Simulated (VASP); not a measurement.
The system is MgO.

```
Mg O
1.0
     0.00000    2.10217    2.10217
     2.10217    0.00000    2.10217
     2.10217    2.10217    0.00000
Mg O
1 1
Direct
  0.00000 0.00000 0.00000
  0.50000 0.50000 0.50000
```

Base run:

```yaml
Program: VASP 6.6.1
Functional: PBEsol
Dispersion: D4
Potentials_or_basis: VASP PAW PBE potentials, release 64 (Mg, O)
Cutoff: 600 eV
k_mesh: 8 × 8 × 8
Occupations: gaussian, width 0.01 eV
Spin: no spin polarisation
```

Its results: band gap on the k mesh 4.69 eV; pressure -1.4 GPa.

Question: After a change of settings the same cell gave: band gap on the k mesh 4.69 eV; pressure -4.0 GPa. Which change was it?
A. dispersion from D4 to none; k mesh from 8 × 8 × 8 to 5 × 5 × 5
B. dispersion from D4 to none
C. dispersion from D4 to none; cutoff from 600 eV to 520 eV
D. dispersion from D4 to D3(BJ)

Answer: D.

Caveats: the PAW data sets were made with another functional, which shifts forces and pressure a little; the cell stands under tension (at least some runs).
